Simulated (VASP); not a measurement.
**Fe: single point with PBEsol+U**

Crystal: Fe.

```
Fe
1.0
    -1.44300    1.44300    1.44300
     1.44300   -1.44300    1.44300
     1.44300    1.44300   -1.44300
Fe
1
Cartesian
  0.0000 0.0000 0.0000
```

```yaml
Program: VASP 6.6.1
Task: single point
Functional: PBEsol
Potentials_or_basis: VASP PAW PBE potentials, release 64 (Fe_sv)
Cutoff: 510 eV
k_mesh: 13 × 13 × 13
Occupations: gaussian, width 0.1 eV
Spin: collinear spin, ferromagnetic start
Starting_moments: "[3.0] μB"
Hubbard_terms: Fe d U = 5.3 eV
Dipole_correction: no
k_mesh_for_the_DOS: 20 × 20 × 20
Occupations_for_the_DOS: tetrahedron
Further_INCAR_settings: ALGO = Normal; EDIFF = 1e-06
```

| Item | Value |
| --- | --- |
| Net moment | 3.01 μB per cell |
| Site moments | Fe +3.18 μB |
| Valence electrons inside the program's atomic spheres | Fe 13.69 |

Levels at points of the mesh, in eV from the Fermi level:
Spin up:
```tsv
k point	band 6	band 7	band 8	band 9	band 10	band 11	band 12	band 13	band 14
(0.00, 0.00, 0.00)	-5.11	-5.11	-5.11	-3.99	-3.99	23.27	23.27	23.27	27.86
(0.50, 0.00, 0.00)	-5.97	-3.96	-3.86	-2.81	-0.27	5.21	16.93	18.30	20.92
(0.50, 0.50, 0.50)	-7.00	-3.04	-3.04	-3.04	8.63	8.63	8.63	13.44	13.44
```
Spin down:
```
           k point  band 4  band 5  band 6  band 7  band 8  band 9  band 10  band 11
(0.00, 0.00, 0.00)  -51.15   -8.88    0.64    0.64    0.64    3.02     3.02    22.80
(0.50, 0.00, 0.00)  -51.15   -3.28   -0.75   -0.33    2.79    3.34     3.71     8.52
(0.50, 0.50, 0.50)  -51.44   -2.14   -2.14    3.40    3.40    3.40     8.87     8.87
```

Eigenvalues of the final occupation matrices:
```
    site  spin  trace               eigenvalues
site 1 d     1   4.36  0.87 0.87 0.87 0.88 0.88
site 1 d     2   1.14  0.16 0.16 0.27 0.27 0.27
```

Wall time 84 s on 1 thread of Intel(R) Xeon(R) Platinum 8259CL CPU @ 2.50GHz (Skylake/Cascade Lake), on a shared host, peak memory 0.22 GiB.

Caveat: the U is typed as a test and isn't derived for this compound. The state reached can hang on the start; a lower one may exist.
